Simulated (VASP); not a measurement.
# TiNi (Pm-3m) in VASP: single point with r2SCAN

Aim: the single point of TiNi with r2SCAN.

Everything below comes from runs of VASP 6.6.1. Logs are shortened: lines on timing, memory, paths and dates and some standing lists are left out, and cuts for length are marked.

## 1. The cell of the first run

It takes space group Pm-3m (No. 221, cubic). Conventional cell: a = 2.988 Å, b = 2.988 Å, c = 2.988 Å, α = 90.00°, β = 90.00°, γ = 90.00°. Within 3.4 Å of Ti (site symmetry m-3m) lie 8 Ni at 2.59 Å and 6 Ti at 2.99 Å. Ni (site symmetry m-3m) has 8 Ti at 2.59 Å and 6 Ni at 2.99 Å within 3.4 Å.

## 2. Single point, r2SCAN, collinear spin, ferromagnetic start

POSCAR reads:

```
TiNi
1.0
    0.0000000000      2.9880661300      2.9880661300
    2.9880661300      0.0000000000      0.0000000000
    0.0000000000      2.9880661300     -2.9880661300
Ti Ni
2 2
Direct
    0.5000000000      0.5000000000      0.0000000000
    0.0000000000      0.5000000000      0.5000000000
    0.0000000000      0.0000000000      0.0000000000
    0.5000000000      0.0000000000      0.5000000000
```

INCAR.step1 reads:

```
ALGO = Normal
EDIFF = 1E-4
ENCUT = 520
GGA = PE
ISMEAR = -1
ISPIN = 2
LASPH = T
LCHARG = F
LMAXMIX = 4
LREAL = F
LWAVE = T
MAGMOM = 1 1 1.5 1.5
NBANDS = 34
NELM = 150
PREC = Accurate
SIGMA = 0.05
```

INCAR.step2 reads:

```
ALGO = Normal
EDIFF = 1E-6
ENCUT = 520
ISIF = 2
ISMEAR = -1
ISPIN = 2
ISTART = 1
LASPH = T
LCHARG = T
LELF = T
LMAXMIX = 4
LMIXTAU = T
LORBIT = 11
LREAL = F
LVHAR = T
LWAVE = F
MAGMOM = 1 1 1.5 1.5
METAGGA = R2SCAN
NBANDS = 34
NELM = 150
PREC = Accurate
SIGMA = 0.05
```

KPOINTS reads:

```
k-points
0
Gamma
  7 10 7
```

Potentials or basis: VASP PAW PBE potentials, release 64 (Ti_sv, Ni).

Run with:

```
$ cat potpaw_PBE.64/Ti_sv/POTCAR potpaw_PBE.64/Ni/POTCAR > POTCAR
$ cp INCAR.step1 INCAR
$ mpirun -np 1 vasp_std > vasp.out
$ cp INCAR.step2 INCAR
$ mpirun -np 1 vasp_std > vasp.out
```

OUTCAR:

```text
EDIFF = 1E-6
   ENCUT = 520
   ISIF = 2
   ISMEAR = -1
   ISPIN = 2
   ISTART = 1
   LASPH = T
   LORBIT = 11
   LREAL = F
   METAGGA = R2SCAN
   NELM = 150
   PREC = Accurate

 ion  position               nearest neighbor table
   1  0.500  0.500  0.000-   3 2.59   4 2.59   4 2.59   3 2.59   4 2.59   4 2.59   3 2.59   3 2.59

   2  0.000  0.500  0.500-   3 2.59   4 2.59   3 2.59   3 2.59   4 2.59   3 2.59   4 2.59   4 2.59

   3  0.000  0.000  0.000-   1 2.59   2 2.59   2 2.59   1 2.59   2 2.59   2 2.59   1 2.59   1 2.59
                             4 2.99   4 2.99   4 2.99   4 2.99
   4  0.500  0.000  0.500-   1 2.59   2 2.59   1 2.59   1 2.59   2 2.59   1 2.59   2 2.59   2 2.59
                             3 2.99   3 2.99   3 2.99   3 2.99

  LATTYP: Found a simple tetragonal cell.
 ALAT       =     4.2257636463
 C/A-ratio  =     0.7071067812

  Lattice vectors:

 A1 = (   0.0000000000,  -2.9880661300,  -2.9880661300)
 A2 = (   0.0000000000,   2.9880661300,  -2.9880661300)
 A3 = (   2.9880661300,   0.0000000000,   0.0000000000)

Analysis of symmetry for initial positions (statically):
=====================================================================
 Subroutine PRICEL returns following result:

  LATTYP: Found a simple cubic cell.
 ALAT       =     2.9880661300
[... 12 lines left out ...]
 Subroutine GETGRP returns: Found 16 space group operations
 (whereof 16 operations were pure point group operations)
 out of a pool of 16 trial point group operations.

The static configuration has the point symmetry D_4h.

Analysis of symmetry for dynamics (positions and initial velocities):
=====================================================================
 Subroutine PRICEL returns following result:

  LATTYP: Found a simple cubic cell.
 ALAT       =     2.9880661300
[... 12 lines left out ...]
 Subroutine GETGRP returns: Found 16 space group operations
 (whereof 16 operations were pure point group operations)
 out of a pool of 16 trial point group operations.

The dynamic configuration has the point symmetry D_4h.

Analysis of structural, dynamic, and magnetic symmetry:
=====================================================================
 Subroutine PRICEL returns following result:

  LATTYP: Found a simple cubic cell.
 ALAT       =     2.9880661300
[... 12 lines left out ...]
 Subroutine GETGRP returns: Found 16 space group operations
 (whereof 16 operations were pure point group operations)
 out of a pool of 16 trial point group operations.

The overall configuration has the point symmetry D_4h.

 Subroutine INISYM returns: Found 16 space group operations
 (whereof 16 operations are pure point group operations),
 and found     2 'primitive' translations

----------------------------------------------------------------------------------------

                                     Primitive cell

  volume of cell :      26.6791

  direct lattice vectors                    reciprocal lattice vectors
     0.000000000  0.000000000  2.988066130     0.000000000  0.000000000  0.334664615
     2.988066130  0.000000000  0.000000000     0.334664615  0.000000000  0.000000000
     0.000000000  2.988066130  0.000000000     0.000000000  0.334664615  0.000000000

  length of vectors
     2.988066130  2.988066130  2.988066130     0.334664615  0.334664615  0.334664615

  position of ions in fractional coordinates (direct lattice)
     0.500000000  0.500000000  0.500000000
     0.000000000  0.000000000  0.000000000

  ion indices of the primitive-cell ions
   primitive index   ion index
                 1           1
                 2           3

----------------------------------------------------------------------------------------

 KPOINTS: k-points

Automatic generation of k-mesh.
 Grid dimensions read from file:
 generate k-points for:    7   10    7

 Generating k-lattice:

  Cartesian coordinates                     Fractional coordinates (reciprocal lattice)
     0.000000000  0.023904615  0.023904615     0.142857143  0.000000000  0.000000000
     0.033466461  0.000000000  0.000000000     0.000000000  0.100000000  0.000000000
     0.000000000  0.023904615 -0.023904615     0.000000000  0.000000000  0.142857143

  Length of vectors
     0.033806231  0.033466461  0.033806231

  Shift w.r.t. Gamma in fractional coordinates (k-lattice)
     0.000000000  0.000000000  0.000000000

 Subroutine IBZKPT returns following result:
 ===========================================

 Found     60 irreducible k-points:

 Following reciprocal coordinates:
            Coordinates               Weight
  0.000000  0.000000  0.000000      1.000000
  0.142857  0.000000  0.000000      4.000000
  0.285714  0.000000  0.000000      4.000000
  0.428571  0.000000  0.000000      4.000000
  0.000000  0.100000  0.000000      2.000000
  0.142857  0.100000  0.000000      8.000000
[... 16 lines left out ...]
  0.285714  0.500000  0.000000      4.000000
  0.428571  0.500000  0.000000      4.000000
 [... further k-points ...]
   k-points           NKPTS =     60   k-points in BZ     NKDIM =     60   number of bands    NBANDS=     34
   number of dos      NEDOS =    301   number of ions     NIONS =      4
   total plane-waves  NPLWV =  24576
   dimension x,y,z NGX =    32 NGY =   24 NGZ =   32
   dimension x,y,z NGXF=    64 NGYF=   48 NGZF=   64
   ions per type =               2   2
   NGX,Y,Z   is equivalent  to a cutoff of  12.59, 13.35, 12.59 a.u.
   NGXF,Y,Z  is equivalent  to a cutoff of  25.18, 26.71, 25.18 a.u.
 SYSTEM =  unknown system
   PREC   = accura    normal or accurate (medium, high low for compatibility)
   ISTART =      1    job   : 0-new  1-cont  2-samecut
   ICHARG =      0    charge: 1-file 2-atom 10-const
   ISPIN  =      2    spin polarized calculation?
   LNONCOLLINEAR =      F non collinear calculations
   LSORBIT =      F    spin-orbit coupling
   LASPH  =      T    aspherical Exc in radial PAW
   ENCUT  =  520.0 eV  38.22 Ry    6.18 a.u.   7.86  5.56  7.86*2*pi/ulx,y,z
   NELM   =    150;   NELMIN=  2; NELMDL=  0     # of ELM steps
   EDIFF  = 0.1E-05   stopping-criterion for ELM
   LREAL  =      F    real-space projection
   EDIFFG = 0.1E-04   stopping-criterion for IOM
   NSW    =      0    number of steps for IOM
   IBRION =     -1    ionic relax: 0-MD 1-quasi-New 2-CG
   NFREE  =      0    steps in history (QN), initial steepest desc. (CG)
   ISIF   =      2    stress and relaxation
   ISYM   =      2    0-nonsym 1-usesym 2-fastsym
   POTIM  = 0.5000    time-step for ionic-motion
   TEBEG  =    0.0;   TEEND  =   0.0 temperature during run
   PSTRESS=    0.0 pullay stress
   NELECT =      44.0000    total number of electrons
   NUPDOWN=      -1.0000    fix difference up-down
   EMIN   =  10.00;   EMAX   =-10.00  energy-range for DOS
   EFERMI =   0.00;   METHOD = LEGACY
   ISMEAR =    -1;   SIGMA  =   0.05  broadening in eV -4-tet -1-fermi 0-gaus
   EFERMI_NEDOS =   21; number of points for ismear=-14 and -15
   IALGO  =     38    algorithm
   IMIX   =      4    mixing-type and parameters
     AMIX     =   0.40;   BMIX     =  1.00
     AMIX_MAG =   1.60;   BMIX_MAG =  1.00
  volume/ion in A,a.u.               =      13.34        90.02
  Fermi-wavevector in a.u.,A,eV,Ry     =   1.535178  2.901067 32.065840  2.356773
  Thomas-Fermi vector in A             =   2.642003
   LORBIT       =     11    0 simple, 1 ext, 2 COOP (PROOUT), +10 PAW based schemes
   METAGGA = R2SCAN    functional components
   LHFCALC =     F    Hartree Fock is set to
   AEXX    =    0.0000 exact exchange contribution
   IVDW    =     0    specifies the selected vdW correction
   LEPSILON=     F    determine dielectric tensor
   LRPA    =     F    only Hartree local field effects (RPA)
 spin polarized calculation
  energy-cutoff  :      520.00
  volume of cell :       53.36
 maximum number of plane-waves:      1459
 NGX is ok and might be reduce to    32
   NGX = 15   NGY = 11   NGZ = 15

 number of electron      43.9999945 magnetization      -0.0000902

 Free energy of the ion-electron system (eV)
  ---------------------------------------------------
  ext. energy  EPLUGINS =         0.00000000
  ---------------------------------------------------
  free energy    TOTEN  =       -51.17102445 eV

  energy without entropy =      -51.13255990  energy(sigma->0) =      -51.15179217

 E-fermi :   9.5997     XC(G=0): -13.5582

 val. band max:        9.5915312317   @ k =   0.2857   0.3000   0.2857
 cond. band min:       9.6187558069   @ k =   0.2857   0.1000   0.2857
 fundamental gap:      0.0272245752
 Fermi energy:         9.5997331439

 spin component 1

 k-point     1 :       0.0000    0.0000    0.0000
  band No.  band energies     occupation
      1     -50.0199      1.00000
      2     -49.9576      1.00000
      3     -25.3250      1.00000
      4     -25.3250      1.00000
      5     -25.0675      1.00000
      6     -25.0675      1.00000
[... 877 lines left out ...]
     33      18.9863      0.00000
     34      20.0753      0.00000

 [... further k-points ...]

 spin component 2

 k-point     1 :       0.0000    0.0000    0.0000
  band No.  band energies     occupation
      1     -50.0200      1.00000
      2     -49.9577      1.00000
      3     -25.3251      1.00000
      4     -25.3251      1.00000
      5     -25.0675      1.00000
      6     -25.0675      1.00000
[... 877 lines left out ...]
     33      18.9863      0.00000
     34      20.0753      0.00000

 [... further k-points ...]

------------------------ aborting loop because EDIFF is reached ----------------------------------------

  FORCE on cell =-STRESS in cart. coord.  units (eV):
  Direction    XX          YY          ZZ          XY          YZ          ZX
  --------------------------------------------------------------------------------------
  -------------------------------------------------------------------------------------
  Total        0.0415394      0.3133882      0.3133882      0.0000000      0.0000000      0.0000000
  in kB        1.2472974      9.4100644      9.4100644      0.0000000      0.0000000      0.0000000
  external PRESSURE =       6.6891421 kB  Pullay stress =       0.0000000 kB

 VOLUME and BASIS-vectors are now :
 -----------------------------------------------------------------------------
  energy-cutoff  :      520.00
  volume of cell :       53.36
      direct lattice vectors                 reciprocal lattice vectors
     0.000000000  2.988066130  2.988066130     0.000000000  0.167332307  0.167332307
     2.988066130  0.000000000  0.000000000     0.334664615  0.000000000  0.000000000
     0.000000000  2.988066130 -2.988066130     0.000000000  0.167332307 -0.167332307

 POSITION                                       TOTAL-FORCE (eV/Angst)
 -----------------------------------------------------------------------------------
      1.49403      1.49403      1.49403         0.000000      0.000000      0.000000
      1.49403      1.49403     -1.49403        -0.000000     -0.000000      0.000000
      0.00000      0.00000      0.00000         0.000000     -0.000000     -0.000000
      0.00000      2.98807      0.00000         0.000000     -0.000000     -0.000000
 -----------------------------------------------------------------------------------
    total drift:                               -0.000000     -0.000000      0.000000

  FREE ENERGIE OF THE ION-ELECTRON SYSTEM (eV)
  ---------------------------------------------------
  free  energy   TOTEN  =       -51.1710244463 eV

  energy  without entropy=      -51.1325598959  energy(sigma->0) =      -51.15179217

 total charge

# of ion       s       p       d       tot
------------------------------------------
    1        2.237   6.177   1.797  10.211
    2        2.237   6.177   1.797  10.211
    3        0.600   0.514   8.335   9.449
    4        0.600   0.514   8.335   9.449
--------------------------------------------------
tot          5.674  13.382  20.264  39.320

 magnetization (x)

# of ion       s       p       d       tot
------------------------------------------
    1       -0.000  -0.000  -0.000  -0.000
    2       -0.000  -0.000  -0.000  -0.000
    3        0.000  -0.000  -0.000  -0.000
    4        0.000  -0.000  -0.000  -0.000
--------------------------------------------------
tot         -0.000  -0.000  -0.000  -0.000
```

Run time: 13 min. Hardware: 1 thread of Intel Xeon 8259CL, shared host; peak memory 0.31 GiB.

Results:

| Quantity | Value |
| --- | --- |
| Free energy | -51.1710 eV |
| Pressure | 0.7 GPa |
| Band gap on the k mesh | zero (filled and empty bands overlap) |
| Net moment | 0.00 μB per cell |
| Valence electrons inside the program's atomic spheres | Ti 10.21; Ni 9.45 |

Caveat: the moments typed at the start vanished in this run; the PAW data sets were made with another functional, which shifts forces and pressure a little.

The gap in the log of VASP goes by the Fermi energy; the results here count the filled bands.